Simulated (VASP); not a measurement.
# Zn (P6_3/mmc) in VASP: electric field gradients with PBE

Aim: the electric field gradients of Zn with PBE.

Program: VASP 6.6.1. These are calculated values, not measurements. Logs are shortened: lines on timing, memory, paths and dates and some standing lists are left out, and cuts for length are marked.

## (1) The cell of the first run

It takes space group P6_3/mmc (No. 194, hexagonal). Conventional cell: a = 2.665 Å, b = 2.665 Å, c = 4.947 Å, α = 90.00°, β = 90.00°, γ = 120.00°. Zn (site symmetry -6m2) has 12 Zn at 2.66 to 2.91 Å within 3.5 Å.

## (2) Electric field gradients, PBE, non-collinear spin, zero start, spin-orbit coupling

File INCAR:

```
ALGO = Normal ; EDIFF = 1E-8
ENCUT = 400 ; GGA = PE
GGA_COMPAT = False ; ISIF = 2
ISMEAR = -1 ; LASPH = True
LCHARG = False ; LEFG = True
LORBIT = 11 ; LORBMOM = True
LREAL = False ; LSORBIT = True
LWAVE = False ; MAGMOM = 0 0 0 0 0 0
NBANDS = 36 ; NELM = 200
PREC = Accurate ; SIGMA = 0.03
```

File KPOINTS:

```
k-points
0
Gamma
  16 16 8
```

File POSCAR:

```
Zn
1.0
    2.6647980532      0.0000000000      0.0000000000
   -1.3323990266      2.3077828100      0.0000000000
    0.0000000000      0.0000000000      4.9467000000
Zn
2
Direct
    0.3333333333      0.6666666667      0.2500000000
    0.6666666667      0.3333333333      0.7500000000
```

Potentials or basis: VASP PAW PBE potentials, release 64 (Zn).

On the command line:

```bash
$ cat potpaw_PBE.64/Zn/POTCAR > POTCAR
$ mpirun -np 1 vasp_ncl > vasp.out
```

OUTCAR:

```text
EDIFF = 1E-8
   ENCUT = 400
   GGA = PE
   ISIF = 2
   ISMEAR = -1
   LASPH = True
   LORBIT = 11
   LREAL = False
   LSORBIT = True
   NELM = 200
   PREC = Accurate

 ion  position               nearest neighbor table
   1  0.333  0.667  0.250-   2 2.91   2 2.91   2 2.91   2 2.91   2 2.91   2 2.91
   2  0.667  0.333  0.750-   1 2.91   1 2.91   1 2.91   1 2.91   1 2.91   1 2.91

  LATTYP: Found a hexagonal cell.
 ALAT       =     2.6647980532
 C/A-ratio  =     1.8563132745

  Lattice vectors:

 A1 = (   2.6647980532,   0.0000000000,   0.0000000000)
 A2 = (  -1.3323990266,   2.3077828100,   0.0000000000)
 A3 = (   0.0000000000,   0.0000000000,   4.9467000000)

Analysis of symmetry for initial positions (statically):
=====================================================================
 Subroutine PRICEL returns:
 Original cell was already a primitive cell.

 Routine SETGRP: Setting up the symmetry group for a
 hexagonal supercell.

 Subroutine GETGRP returns: Found 24 space group operations
 (whereof 12 operations were pure point group operations)
 out of a pool of 24 trial point group operations.

The static configuration has the point symmetry D_3d.
 The point group associated with its full space group is D_6h.

Analysis of symmetry for dynamics (positions and initial velocities):
=====================================================================
 Subroutine PRICEL returns:
 Original cell was already a primitive cell.

 Routine SETGRP: Setting up the symmetry group for a
 hexagonal supercell.

 Subroutine GETGRP returns: Found 24 space group operations
 (whereof 12 operations were pure point group operations)
 out of a pool of 24 trial point group operations.

The dynamic configuration has the point symmetry D_3d.
 The point group associated with its full space group is D_6h.

Analysis of structural, dynamic, and magnetic symmetry:
=====================================================================
 Subroutine PRICEL returns:
 Original cell was already a primitive cell.

 Routine SETGRP: Setting up the symmetry group for a
 hexagonal supercell.

 Subroutine GETGRP returns: Found 24 space group operations
 (whereof 12 operations were pure point group operations)
 out of a pool of 24 trial point group operations.

The overall configuration has the point symmetry D_3d.
 The point group associated with its full space group is D_6h.

 Subroutine INISYM returns: Found 24 space group operations
 (whereof 12 operations are pure point group operations),
 and found     1 'primitive' translations

[... 1147 lines left out ...]
 ion       Cq(MHz)       eta       Q (mb)
----------------------------------------------------------------------
   1       0.092       0.000       1.000
   2       0.092       0.000       1.000
----------------------------------------------------------------------

 orbital moment (x)

 # of ion     p       d       tot
 ----------------------------------------
  1        -0.000   0.000   0.000
  2         0.000   0.000   0.000
 ----------------------------------------
            0.000   0.000   0.000

 orbital moment (y)

 # of ion     p       d       tot
 ----------------------------------------
  1        -0.000   0.000   0.000
  2         0.000  -0.000  -0.000
 ----------------------------------------
            0.000   0.000   0.000

 orbital moment (z)

 # of ion     p       d       tot
 ----------------------------------------
  1         0.000   0.000   0.000
  2         0.000   0.000   0.000
 ----------------------------------------
            0.000   0.000   0.000

 Spin-Orbit-Coupling matrix elements

 Ion:    1  E_soc:     -0.0088205
 l=   1
     0.0000000    -0.0004072    -0.0004546
    -0.0004072     0.0000000    -0.0004072
    -0.0004546    -0.0004072     0.0000000
 l=   2
     0.0000000    -0.0002111     0.0000000    -0.0002111    -0.0008704
    -0.0002111     0.0000000    -0.0006113    -0.0002040    -0.0002111
     0.0000000    -0.0006113     0.0000000    -0.0006113     0.0000000
    -0.0002111    -0.0002040    -0.0006113     0.0000000    -0.0002111
    -0.0008704    -0.0002111     0.0000000    -0.0002111     0.0000000
 l=   3
     0.0000000     0.0000000     0.0000000     0.0000000     0.0000000     0.0000000     0.0000000
     0.0000000     0.0000000     0.0000000     0.0000000     0.0000000     0.0000000     0.0000000
     0.0000000     0.0000000     0.0000000     0.0000000     0.0000000     0.0000000     0.0000000
     0.0000000     0.0000000     0.0000000     0.0000000     0.0000000     0.0000000     0.0000000
     0.0000000     0.0000000     0.0000000     0.0000000     0.0000000     0.0000000     0.0000000
     0.0000000     0.0000000     0.0000000     0.0000000     0.0000000     0.0000000     0.0000000
     0.0000000     0.0000000     0.0000000     0.0000000     0.0000000     0.0000000     0.0000000

 Ion:    2  E_soc:     -0.0088205
 l=   1
     0.0000000    -0.0004072    -0.0004546
    -0.0004072     0.0000000    -0.0004072
    -0.0004546    -0.0004072     0.0000000
 l=   2
     0.0000000    -0.0002111     0.0000000    -0.0002111    -0.0008704
    -0.0002111     0.0000000    -0.0006113    -0.0002040    -0.0002111
     0.0000000    -0.0006113     0.0000000    -0.0006113     0.0000000
    -0.0002111    -0.0002040    -0.0006113     0.0000000    -0.0002111
    -0.0008704    -0.0002111     0.0000000    -0.0002111     0.0000000
 l=   3
     0.0000000     0.0000000     0.0000000     0.0000000     0.0000000     0.0000000     0.0000000
     0.0000000     0.0000000     0.0000000     0.0000000     0.0000000     0.0000000     0.0000000
     0.0000000     0.0000000     0.0000000     0.0000000     0.0000000     0.0000000     0.0000000
     0.0000000     0.0000000     0.0000000     0.0000000     0.0000000     0.0000000     0.0000000
     0.0000000     0.0000000     0.0000000     0.0000000     0.0000000     0.0000000     0.0000000
     0.0000000     0.0000000     0.0000000     0.0000000     0.0000000     0.0000000     0.0000000
     0.0000000     0.0000000     0.0000000     0.0000000     0.0000000     0.0000000     0.0000000

 total charge

# of ion       s       p       d       tot
------------------------------------------
    1        0.593   0.445   9.720  10.759
    2        0.593   0.445   9.720  10.759
--------------------------------------------------
tot          1.186   0.890  19.441  21.517

 magnetization (x)

# of ion       s       p       d       tot
------------------------------------------
    1       -0.000   0.000   0.000   0.000
    2        0.000   0.000   0.000   0.000
--------------------------------------------------
tot         -0.000   0.000   0.000   0.000

 magnetization (y)

# of ion       s       p       d       tot
------------------------------------------
    1        0.000   0.000   0.000   0.000
    2       -0.000   0.000   0.000  -0.000
--------------------------------------------------
tot          0.000   0.000   0.000   0.000

 magnetization (z)

# of ion       s       p       d       tot
------------------------------------------
    1        0.000   0.000   0.000   0.000
    2        0.000   0.000   0.000   0.000
--------------------------------------------------
tot          0.000   0.000   0.000   0.000
```

stdout:

```text
POSCAR found type information on POSCAR Zn
 POSCAR found :  1 types and       2 ions
 scaLAPACK will be used
 LDA part: xc-table for (Slater+PW92), standard interpolation
 POSCAR, INCAR and KPOINTS ok, starting setup
 FFT: planning ... GRIDC
 FFT: planning ... GRID_SOFT
 FFT: planning ... GRID
 WAVECAR not read
 entering main loop
ion   1

ion   2
```

Wall time 9 min (1 thread of AMD EPYC 7R13, shared host); peak memory 0.25 GiB.

Results:

| Item | Value |
| --- | --- |
| Free energy | -2.2335 eV |
| Pressure | -0.8 GPa |
| Net moment | 0.00 μB per cell |
| Largest electric field gradient by atom | Zn +37.9 V/Å² |
| Valence electrons inside the program's atomic spheres | Zn 10.76 |

Moments on the atoms (μB; x, y, z):
```
Zn  0.00 0.00 0.00
Zn  0.00 0.00 0.00
```

Electric field gradients, principal values (V/Å²):
```
atom    least   middle  greatest (by size)
1 Zn  -18.962  -18.966              37.928
2 Zn  -18.962  -18.966              37.928
```

Caveat: without QUAD_EFG the Cq values of the log hold for a quadrupole moment of 1 mb, not for the nuclei.
